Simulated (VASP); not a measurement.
# Ba (I4/mmm) in VASP: further runs

Ba is run at these levels: PBE; tasks: single point.

Program: VASP 6.6.1. These are calculated values, not measurements. Logs are shortened: lines on timing, memory, paths and dates and some standing lists are left out, and cuts for length are marked.

### Step 1. The cell of the first run

Symmetry: I4/mmm, No. 139, tetragonal system. The conventional cell has a = 4.343 Å, b = 4.343 Å, c = 6.789 Å, α = 90.00°, β = 90.00°, γ = 90.00°. Ba (site symmetry 4/mmm) has 12 Ba at 4.34 to 4.58 Å within 5.7 Å.

### Step 2. Single point, PBE (strain -0.050 along x and y, +0.050 along z)

INCAR reads:

```
PREC = Accurate
ENCUT = 520
EDIFF = 1E-6
ISMEAR = 0
SIGMA = 0.15
LREAL = F
LASPH = T
NELM = 60
ALGO = Fast
ISIF = 2
LWAVE = F
LCHARG = T
GGA = PE
LELF = T
LVHAR = T
NBANDS = 11
```

KPOINTS reads:

```
Automatic mesh
0
Gamma
  14 14 14
```

POSCAR reads:

```
Ba
1.0
    0.0000000000      3.0710317527      3.3942982529
    3.0710317527      0.0000000000      3.3942982529
    3.0710317527      3.0710317527      0.0000000000
Ba
1
Direct
    0.0000000000      0.0000000000      0.0000000000
```

Potentials or basis: VASP PAW PBE potentials, release 64 (Ba_sv).

Started as:

```bash
$ cat potpaw_PBE.64/Ba_sv/POTCAR > POTCAR
$ mpirun -np 1 vasp_std > vasp.out
```

OUTCAR:

```text
PREC = Accurate
   ENCUT = 520
   EDIFF = 1E-6
   ISMEAR = 0
   LREAL = F
   LASPH = T
   NELM = 60
   ISIF = 2
   GGA = PE

 ion  position               nearest neighbor table
   1  0.000  0.000  0.000-

  LATTYP: Found a body centered tetragonal cell.
 ALAT       =     4.3430947551
 C/A-ratio  =     1.5630781478

  Lattice vectors:

 A1 = (  -3.0710317527,   0.0000000000,   3.3942982529)
 A2 = (   3.0710317527,   0.0000000000,   3.3942982529)
 A3 = (   0.0000000000,   3.0710317527,  -3.3942982529)

Analysis of symmetry for initial positions (statically):
=====================================================================
 Subroutine PRICEL returns:
 Original cell was already a primitive cell.

 Routine SETGRP: Setting up the symmetry group for a
 body centered tetragonal supercell.

 Subroutine GETGRP returns: Found 16 space group operations
 (whereof 16 operations were pure point group operations)
 out of a pool of 16 trial point group operations.

The static configuration has the point symmetry D_4h.

Analysis of symmetry for dynamics (positions and initial velocities):
=====================================================================
 Subroutine PRICEL returns:
 Original cell was already a primitive cell.

 Routine SETGRP: Setting up the symmetry group for a
 body centered tetragonal supercell.

 Subroutine GETGRP returns: Found 16 space group operations
 (whereof 16 operations were pure point group operations)
 out of a pool of 16 trial point group operations.

The dynamic configuration has the point symmetry D_4h.

 Subroutine INISYM returns: Found 16 space group operations
 (whereof 16 operations are pure point group operations),
 and found     1 'primitive' translations

----------------------------------------------------------------------------------------

                                     Primitive cell

  volume of cell :      64.0249

  direct lattice vectors                    reciprocal lattice vectors
     0.000000000  3.071031753  3.394298253    -0.162811732  0.162811732  0.147305853
     3.071031753  0.000000000  3.394298253     0.162811732 -0.162811732  0.147305853
     3.071031753  3.071031753  0.000000000     0.162811732  0.162811732 -0.147305853

  length of vectors
     4.577389721  4.577389721  4.343094755     0.273339230  0.273339230  0.273339230

  position of ions in fractional coordinates (direct lattice)
     0.000000000  0.000000000  0.000000000

  ion indices of the primitive-cell ions
   primitive index   ion index
                 1           1

----------------------------------------------------------------------------------------

 KPOINTS: Automatic mesh

Automatic generation of k-mesh.
 Grid dimensions read from file:
 generate k-points for:   14   14   14

 Generating k-lattice:

  Cartesian coordinates                     Fractional coordinates (reciprocal lattice)
    -0.011629409  0.011629409  0.010521847     0.071428571  0.000000000  0.000000000
     0.011629409 -0.011629409  0.010521847     0.000000000  0.071428571  0.000000000
     0.011629409  0.011629409 -0.010521847    -0.000000000 -0.000000000  0.071428571

  Length of vectors
     0.019524231  0.019524231  0.019524231

  Shift w.r.t. Gamma in fractional coordinates (k-lattice)
     0.000000000  0.000000000  0.000000000

 Subroutine IBZKPT returns following result:
 ===========================================

 Found    244 irreducible k-points:

 Following reciprocal coordinates:
            Coordinates               Weight
  0.000000  0.000000  0.000000      1.000000
  0.071429 -0.000000  0.000000      8.000000
  0.142857 -0.000000  0.000000      8.000000
  0.214286 -0.000000  0.000000      8.000000
  0.285714  0.000000  0.000000      8.000000
  0.357143 -0.000000  0.000000      8.000000
[... 16 lines left out ...]
  0.214286  0.142857  0.000000      8.000000
  0.285714  0.142857  0.000000      8.000000
 [... further k-points ...]
   k-points           NKPTS =    244   k-points in BZ     NKDIM =    244   number of bands    NBANDS=     11
   number of dos      NEDOS =    301   number of ions     NIONS =      1
   total plane-waves  NPLWV =  41472
   dimension x,y,z NGX =    36 NGY =   36 NGZ =   32
   dimension x,y,z NGXF=    72 NGYF=   72 NGZF=   64
   ions per type =               1
   NGX,Y,Z   is equivalent  to a cutoff of  13.07, 13.07, 12.25 a.u.
   NGXF,Y,Z  is equivalent  to a cutoff of  26.15, 26.15, 24.50 a.u.
 SYSTEM =  unknown system
   PREC   = accura    normal or accurate (medium, high low for compatibility)
   ISTART =      0    job   : 0-new  1-cont  2-samecut
   ICHARG =      2    charge: 1-file 2-atom 10-const
   ISPIN  =      1    spin polarized calculation?
   LNONCOLLINEAR =      F non collinear calculations
   LSORBIT =      F    spin-orbit coupling
   LASPH  =      T    aspherical Exc in radial PAW
   ENCUT  =  520.0 eV  38.22 Ry    6.18 a.u.   8.51  8.51  8.08*2*pi/ulx,y,z
   NELM   =     60;   NELMIN=  2; NELMDL= -5     # of ELM steps
   EDIFF  = 0.1E-05   stopping-criterion for ELM
   LREAL  =      F    real-space projection
   EDIFFG = 0.1E-04   stopping-criterion for IOM
   NSW    =      0    number of steps for IOM
   IBRION =     -1    ionic relax: 0-MD 1-quasi-New 2-CG
   NFREE  =      0    steps in history (QN), initial steepest desc. (CG)
   ISIF   =      2    stress and relaxation
   ISYM   =      2    0-nonsym 1-usesym 2-fastsym
   POTIM  = 0.5000    time-step for ionic-motion
   TEBEG  =    0.0;   TEEND  =   0.0 temperature during run
   PSTRESS=    0.0 pullay stress
   NELECT =      10.0000    total number of electrons
   NUPDOWN=      -1.0000    fix difference up-down
   EMIN   =  10.00;   EMAX   =-10.00  energy-range for DOS
   EFERMI =   0.00;   METHOD = LEGACY
   ISMEAR =     0;   SIGMA  =   0.15  broadening in eV -4-tet -1-fermi 0-gaus
   EFERMI_NEDOS =   21; number of points for ismear=-14 and -15
   IALGO  =     68    algorithm
   IMIX   =      4    mixing-type and parameters
     AMIX     =   0.40;   BMIX     =  1.00
     AMIX_MAG =   1.60;   BMIX_MAG =  1.00
  volume/ion in A,a.u.               =      64.02       432.06
  Fermi-wavevector in a.u.,A,eV,Ry     =   0.881641  1.666061 10.575693  0.777292
  Thomas-Fermi vector in A             =   2.002165
   LORBIT       =      0    0 simple, 1 ext, 2 COOP (PROOUT), +10 PAW based schemes
   GGA     = PE    functional components
   LHFCALC =     F    Hartree Fock is set to
   AEXX    =    0.0000 exact exchange contribution
   IVDW    =     0    specifies the selected vdW correction
   LEPSILON=     F    determine dielectric tensor
   LRPA    =     F    only Hartree local field effects (RPA)
 non-spin polarized calculation
 RMM-DIIS sequential band-by-band and
 Gauss-broadening in eV      SIGMA  =   0.15
  energy-cutoff  :      520.00
  volume of cell :       64.02
 maximum number of plane-waves:      1746
 NGX is ok and might be reduce to    36
   NGX = 17   NGY = 17   NGZ = 17

 number of electron      10.0000000 magnetization

 Free energy of the ion-electron system (eV)
  ---------------------------------------------------
  ext. energy  EPLUGINS =         0.00000000
  ---------------------------------------------------
  free energy    TOTEN  =        -1.89481044 eV

  energy without entropy =       -1.87644565  energy(sigma->0) =       -1.88562805

 E-fermi :   1.6391     XC(G=0):  -7.3565

 val. band max:        1.6385471734   @ k =  -0.3571   0.3571   0.2857
 cond. band min:       1.6420568955   @ k =   0.5000   0.4286   0.0000
 fundamental gap:      0.0035097221
 Fermi energy:         1.6391285022

 k-point     1 :       0.0000    0.0000    0.0000
  band No.  band energies     occupation
      1     -27.3072      2.00000
      2     -12.2782      2.00000
      3     -12.2628      2.00000
      4     -12.2628      2.00000
      5      -1.1496      2.00000
      6       3.0358      0.00000
      7       3.6100      0.00000
      8       3.6100      0.00000
      9       4.3762      0.00000
     10       5.3645      0.00000
     11       7.6589      0.00000

 k-point     2 :       0.0714   -0.0000    0.0000
  band No.  band energies     occupation
      1     -27.3053      2.00000
      2     -12.2926      2.00000
      3     -12.2762      2.00000
      4     -12.2642      2.00000
      5      -1.0600      2.00000
      6       3.0425      0.00000
      7       3.5218      0.00000
      8       3.6558      0.00000
      9       4.3470      0.00000
     10       5.2781      0.00000
     11       7.8799      0.00000

 k-point     3 :       0.1429   -0.0000    0.0000
  band No.  band energies     occupation
      1     -27.3000      2.00000
      2     -12.3555      2.00000
      3     -12.2901      2.00000
      4     -12.2680      2.00000
      5      -0.8041      2.00000
      6       2.9639      0.00000
      7       3.3857      0.00000
      8       3.7720      0.00000
      9       4.3422      0.00000
     10       5.0901      0.00000
     11       8.3032      0.00000

 k-point     4 :       0.2143   -0.0000    0.0000
  band No.  band energies     occupation
      1     -27.2923      2.00000
      2     -12.4471      2.00000
      3     -12.3072      2.00000
      4     -12.2736      2.00000
      5      -0.4214      2.00000
      6       2.7334      0.00000
      7       3.3063      0.00000
      8       3.8746      0.00000
      9       4.5192      0.00000
     10       4.9733      0.00000
     11       8.0437      0.00000

 k-point     5 :       0.2857    0.0000    0.0000
  band No.  band energies     occupation
      1     -27.2838      2.00000
      2     -12.5460      2.00000
      3     -12.3257      2.00000
      4     -12.2798      2.00000
      5       0.0151      2.00000
      6       2.5300      0.00000
      7       3.1970      0.00000
      8       3.8444      0.00000
      9       4.9205      0.00000
     10       5.0995      0.00000
     11       7.6194      0.00000
[... 211 lines left out ...]
 k-point    21 :      -0.0714    0.0714    0.0000
  band No.  band energies     occupation
      1     -27.3017      2.00000
      2     -12.3314      2.00000
      3     -12.2909      2.00000
      4     -12.2630      2.00000
      5      -0.9007      2.00000
      6       3.1834      0.00000
      7       3.2231      0.00000
      8       3.7260      0.00000
      9       4.4682      0.00000
     10       5.0253      0.00000
     11       8.2241      0.00000

 k-point    22 :       0.1429    0.1429    0.0000
  band No.  band energies     occupation
      1     -27.2999      2.00000
      2     -12.3559      2.00000
      3     -12.2841      2.00000
      4     -12.2841      2.00000
      5      -0.7473      2.00000
      6       2.6515      0.00000
      7       3.6906      0.00000
      8       3.8965      0.00000
      9       3.8965      0.00000
     10       5.4966      0.00000
     11       8.5246      0.00000

 k-point    23 :       0.2143    0.1429    0.0000
  band No.  band energies     occupation
      1     -27.2951      2.00000
      2     -12.4047      2.00000
      3     -12.3012      2.00000
      4     -12.2940      2.00000
      5      -0.4831      2.00000
      6       2.5063      0.00000
      7       3.3568      0.00000
      8       4.0485      0.00000
      9       4.1241      0.00000
     10       5.5134      0.00000
     11       9.0011      0.00000

 k-point    24 :       0.2857    0.1429    0.0000
  band No.  band energies     occupation
      1     -27.2882      2.00000
      2     -12.4733      2.00000
      3     -12.3285      2.00000
      4     -12.3026      2.00000
      5      -0.1020      2.00000
      6       2.3952      0.00000
      7       3.0270      0.00000
      8       4.1471      0.00000
      9       4.4719      0.00000
     10       5.5454      0.00000
     11       8.7151      0.00000

 [... further k-points ...]

------------------------ aborting loop because EDIFF is reached ----------------------------------------

  FORCE on cell =-STRESS in cart. coord.  units (eV):
  Direction    XX          YY          ZZ          XY          YZ          ZX
  --------------------------------------------------------------------------------------
  -------------------------------------------------------------------------------------
  Total        0.0902611      0.0902611     -0.1121988      0.0000000      0.0000000      0.0000000
  in kB        2.2587201      2.2587201     -2.8076973      0.0000000      0.0000000      0.0000000
  external PRESSURE =       0.5699143 kB  Pullay stress =       0.0000000 kB

 VOLUME and BASIS-vectors are now :
 -----------------------------------------------------------------------------
  energy-cutoff  :      520.00
  volume of cell :       64.02
      direct lattice vectors                 reciprocal lattice vectors
     0.000000000  3.071031753  3.394298253    -0.162811732  0.162811732  0.147305853
     3.071031753  0.000000000  3.394298253     0.162811732 -0.162811732  0.147305853
     3.071031753  3.071031753  0.000000000     0.162811732  0.162811732 -0.147305853

 POSITION                                       TOTAL-FORCE (eV/Angst)
 -----------------------------------------------------------------------------------
      0.00000      0.00000      0.00000        -0.000000     -0.000000     -0.000000
 -----------------------------------------------------------------------------------
    total drift:                               -0.000000      0.000000      0.000000

  FREE ENERGIE OF THE ION-ELECTRON SYSTEM (eV)
  ---------------------------------------------------
  free  energy   TOTEN  =        -1.8948104383 eV

  energy  without entropy=       -1.8764456519  energy(sigma->0) =       -1.88562805
```

Wall time 60 s (1 thread of Intel Xeon 6975P-C (Granite Rapids), shared host); peak memory 0.32 GiB.

What came out:

```yaml
Free_energy: -1.8948 eV
Pressure: 0.1 GPa
Band_gap_on_the_k_mesh: zero (bands 5 and 6 overlap by 0.38 eV)
```

Caveat: the cell differs from its parent crystal (strain -0.050 along x and y, +0.050 along z); spin-orbit coupling is left out, which moves the levels of the heavy elements.

### Step 3. Single point, PBE (strain +0.000 along x and y, -0.050 along z)

INCAR reads:

```
SYSTEM = Ba
  PREC = Accurate
  ENCUT = 520
  EDIFF = 1E-7
  ISMEAR = 0
  SIGMA = 0.15
  LREAL = .False.
  LASPH = .True.
  NELM = 80
  ALGO = Fast
  ISIF = 2
  LWAVE = .False.
  LCHARG = .False.
  GGA = PE
  NBANDS = 11
```

KPOINTS reads:

```
Automatic mesh
0
Gamma
  14 14 14
  0 0 0
```

POSCAR reads:

```
Ba
1.0
    0.0000000000      3.2326650028      3.0710317527
    3.2326650028      0.0000000000      3.0710317527
    3.2326650028      3.2326650028      0.0000000000
Ba
1
Direct
    0.0000000000      0.0000000000      0.0000000000
```

Potentials or basis: VASP PAW PBE potentials, release 64 (Ba_sv).

Started as:

```bash
$ cat potpaw_PBE.64/Ba_sv/POTCAR > POTCAR
$ mpirun -np 1 vasp_std > vasp.out
```

It took 1.7 min on 1 thread of Intel Xeon 6975P-C (Granite Rapids), shared host; peak memory 0.33 GiB.

Results (log left out):

- Free energy: -1.9000 eV
- Pressure: 0.0 GPa
- Band gap on the k mesh: zero (bands 5 and 6 overlap by 0.37 eV)

Levels at points of the mesh, in eV from the Fermi level:
| k point | band 1 | band 2 | band 3 | band 4 | band 5 | band 6 | band 7 | band 8 | band 9 | band 10 |
| --- | --- | --- | --- | --- | --- | --- | --- | --- | --- | --- |
| (0.00, 0.00, 0.00) | -28.94 | -13.91 | -13.91 | -13.91 | -2.79 | 1.66 | 1.66 | 1.93 | 3.04 | 3.47 |
| (0.50, 0.00, 0.00) | -28.91 | -14.34 | -13.98 | -13.95 | -0.96 | 1.00 | 1.43 | 1.78 | 4.32 | 4.55 |
| (0.50, 0.50, 0.00) | -28.89 | -14.31 | -14.09 | -14.09 | -0.78 | -0.24 | 2.27 | 4.44 | 4.79 | 4.79 |
| (0.50, 0.00, 0.50) | -28.90 | -14.31 | -14.07 | -14.03 | -0.83 | -0.12 | 1.85 | 4.41 | 4.61 | 4.95 |

Caveat: the cell differs from its parent crystal (strain +0.000 along x and y, -0.050 along z); spin-orbit coupling is left out, which moves the levels of the heavy elements.

### Step 4. Single point, PBE (strain +0.050 along x and y, -0.050 along z)

INCAR reads:

```
SYSTEM = Ba
ALGO = Fast
EDIFF = 1E-7
ENCUT = 520
GGA = PE
ISIF = 2
ISMEAR = 0
LASPH = .TRUE.
LCHARG = .FALSE.
LREAL = .FALSE.
LWAVE = .FALSE.
NBANDS = 11
NELM = 60
PREC = Accurate
SIGMA = 0.15
```

KPOINTS reads:

```
k-points
0
G
  14 14 14
  0 0 0
```

POSCAR reads:

```
Ba
1.0
    0.0000000000      3.3942982529      3.0710317527
    3.3942982529      0.0000000000      3.0710317527
    3.3942982529      3.3942982529      0.0000000000
Ba
1
Direct
    0.0000000000      0.0000000000      0.0000000000
```

Started as:

```bash
$ cat potpaw_PBE.64/Ba_sv/POTCAR > POTCAR
$ mpirun -np 1 vasp_std > vasp.out
```

Run time: 1.8 min. Hardware: 1 thread of Intel Xeon 6975P-C (Granite Rapids), shared host; peak memory 0.34 GiB.

It converged, with:

```yaml
Free_energy: -1.8859 eV
Pressure: -0.7 GPa
Band_gap_on_the_k_mesh: zero (bands 5 and 6 overlap by 0.31 eV)
```

Levels at points of the mesh, in eV from the Fermi level:
| k point | band 3 | band 4 | band 5 | band 6 | band 7 | band 8 |
| --- | --- | --- | --- | --- | --- | --- |
| (0.00, 0.00, 0.00) | -14.14 | -14.14 | -2.73 | 1.52 | 1.52 | 1.97 |
| (0.50, 0.00, 0.00) | -14.20 | -14.16 | -0.92 | 0.76 | 1.22 | 1.84 |
| (0.50, 0.50, 0.00) | -14.28 | -14.28 | -0.64 | -0.21 | 2.18 | 4.02 |
| (0.50, 0.00, 0.50) | -14.26 | -14.20 | -0.75 | 0.01 | 1.40 | 3.88 |

Caveat: the cell differs from its parent crystal (strain +0.050 along x and y, -0.050 along z); spin-orbit coupling is left out, which moves the levels of the heavy elements.

### Step 5. Single point, PBE (strain +0.050 along x and y, +0.000 along z)

INCAR reads:

```
  ALGO = Fast
  EDIFF = 1E-7
  ENCUT = 520
  GGA = PE
  ISIF = 2
  ISMEAR = 0
  LASPH = True
  LCHARG = True
  LELF = True
  LREAL = False
  LVHAR = True
  LWAVE = False
  NBANDS = 11
  NELM = 60
  PREC = Accurate
  SIGMA = 0.15
```

KPOINTS reads:

```
k-points
0
Gamma
  14 14 14
```

POSCAR reads:

```
Ba
1.0
    0.0000000000      3.3942982529      3.2326650028
    3.3942982529      0.0000000000      3.2326650028
    3.3942982529      3.3942982529      0.0000000000
Ba
1
Direct
    0.0000000000      0.0000000000      0.0000000000
```

Started as:

```bash
$ cat potpaw_PBE.64/Ba_sv/POTCAR > POTCAR
$ mpirun -np 1 vasp_std > vasp.out
```

Run time: 87 s. Hardware: 1 thread of Intel Xeon 6975P-C (Granite Rapids), shared host; peak memory 0.35 GiB.

It converged, with:

| Quantity | Value |
| --- | --- |
| Free energy | -1.8663 eV |
| Pressure | -1.0 GPa |
| Band gap on the k mesh | zero (bands 5 and 6 overlap by 0.16 eV) |

Levels at points of the mesh, in eV from the Fermi level:
| k point | band 1 | band 2 | band 3 | band 4 | band 5 | band 6 | band 7 | band 8 | band 9 | band 10 |
| --- | --- | --- | --- | --- | --- | --- | --- | --- | --- | --- |
| (0.00, 0.00, 0.00) | -29.24 | -14.26 | -14.26 | -14.26 | -2.70 | 1.50 | 1.50 | 1.73 | 2.67 | 3.01 |
| (0.50, 0.00, 0.00) | -29.22 | -14.52 | -14.30 | -14.28 | -0.92 | 0.64 | 1.32 | 1.60 | 3.72 | 3.90 |
| (0.50, 0.50, 0.00) | -29.21 | -14.50 | -14.37 | -14.37 | -0.63 | -0.12 | 1.73 | 3.81 | 4.10 | 4.10 |
| (0.50, 0.00, 0.50) | -29.21 | -14.50 | -14.36 | -14.33 | -0.70 | -0.03 | 1.37 | 3.79 | 3.96 | 4.23 |

Caveat: the cell differs from its parent crystal (strain +0.050 along x and y, +0.000 along z); spin-orbit coupling is left out, which moves the levels of the heavy elements.

### Step 6. The runs side by side

```csv
cell,further INCAR settings,gap on the mesh (eV),pressure (GPa)
"a = 4.577, b = 4.577, c = 4.343 Å, angles 61.7, 61.7, 56.6°, 1 atom",ALGO = Fast; EDIFF = 1e-06; NBANDS = 11,none,0.1
"a = 4.459, b = 4.459, c = 4.572 Å, angles 59.2, 59.2, 61.7°, 1 atom",ALGO = Fast; EDIFF = 1e-07; NBANDS = 11,none,0.0
"a = 4.577, b = 4.577, c = 4.800 Å, angles 58.4, 58.4, 63.2°, 1 atom",ALGO = Fast; EDIFF = 1e-07; NBANDS = 11,none,-0.7
"a = 4.687, b = 4.687, c = 4.800 Å, angles 59.2, 59.2, 61.6°, 1 atom",ALGO = Fast; EDIFF = 1e-07; NBANDS = 11,none,-1.0
```

Alike in all rows: task single point; level PBE; potentials or basis VASP PAW PBE potentials, release 64 (Ba_sv); no spin polarisation; k mesh 14 × 14 × 14; cutoff (eV) 520; smearing gaussian 0.15 eV.

Caveats: spin-orbit coupling is left out, which moves the levels of the heavy elements.

Total energies depend on the potentials used, so only differences within one code and one set of settings carry meaning.
